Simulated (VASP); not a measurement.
Ni: single point with PBEsol

Ni:

```
Ni
1.0
     0.00000    1.73757    1.73757
     1.73757    0.00000    1.73757
     1.73757    1.73757    0.00000
Ni
1
Direct
  0.00000 0.00000 0.00000
```

```
Program                : VASP 6.6.1
Task                   : single point
Functional             : PBEsol
Potentials or basis    : VASP PAW PBE potentials, release 64 (Ni)
Cutoff                 : 520 eV
k mesh                 : 11 × 11 × 11
Occupations            : fermi-dirac, width 0.05 eV
Spin                   : collinear spin, ferromagnetic start
Starting moments       : [1.0] μB
Fixed moment           : 1 μB
Dipole correction      : no
Further INCAR settings : ALGO = Normal; EDIFF = 1e-06; NBANDS = 15
```

```yaml
Pressure: 1.3 GPa
Net_moment: 1.00 μB per cell
Site_moments: Ni +0.99 μB
Valence_electrons_inside_the_program's_atomic_spheres: Ni 9.37
```

Run time: 11 s on 1 thread of Intel Xeon 6975P-C (shared host), peak memory 0.13 GiB.

Caveat: the PAW data sets were made with another functional, which shifts forces and pressure a little; the total moment is fixed, so each spin has its own Fermi level.
